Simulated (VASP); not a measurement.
Here is a VASP 6.6.1 calculation.

Contents of INCAR:

```
  PREC = Accurate
  ENCUT = 600
  EDIFF = 1E-6
  ISMEAR = -1
  SIGMA = 0.08
  LREAL = False
  LASPH = True
  NELM = 60
  ALGO = Normal
  ISIF = 3
  LWAVE = False
  LCHARG = False
  GGA = PE
  IBRION = 2
  NSW = 60
  EDIFFG = -0.005
```

Contents of KPOINTS:

```
regular mesh
0
Gamma
  16 16 15
```

POSCAR

```
Pt
1.0
    2.7147600394      0.0000000000      0.0000000000
   -1.3573800197      2.3510511593      0.0000000000
    0.0000000000      0.0000000000      2.5518744370
Pt
1
Direct
    0.0000000000      0.0000000000      0.0000000000
```

Potentials or basis: VASP PAW PBE potentials, release 64 (Pt).

Launch:

```bash
$ cat potpaw_PBE.64/Pt/POTCAR > POTCAR
$ mpirun -np 1 vasp_std > vasp.out
```

Problem. What does it give for the space group after relaxing (to 0.1 Å)?

Solution. P6/mmm (No. 191).

Problem. Estimate the relaxed volume.

Solution. 16.80 Å³/atom.

Problem. What does it give for the relaxed cell?

Solution. a = 2.687 Å, b = 2.687 Å, c = 2.687 Å, α = 90.00°, β = 90.00°, γ = 120.00°.

Final structure:
```cif
data_structure
_symmetry_space_group_name_H-M 'P 1'
_symmetry_Int_Tables_number 1
_cell_length_a 2.6870
_cell_length_b 2.6870
_cell_length_c 2.6873
_cell_angle_alpha 90.000
_cell_angle_beta 90.000
_cell_angle_gamma 120.000
_cell_volume 16.80
loop_
_atom_site_label
_atom_site_type_symbol
_atom_site_fract_x
_atom_site_fract_y
_atom_site_fract_z
_atom_site_occupancy
Pt1 Pt 0.00000 0.00000 0.00000 1
```
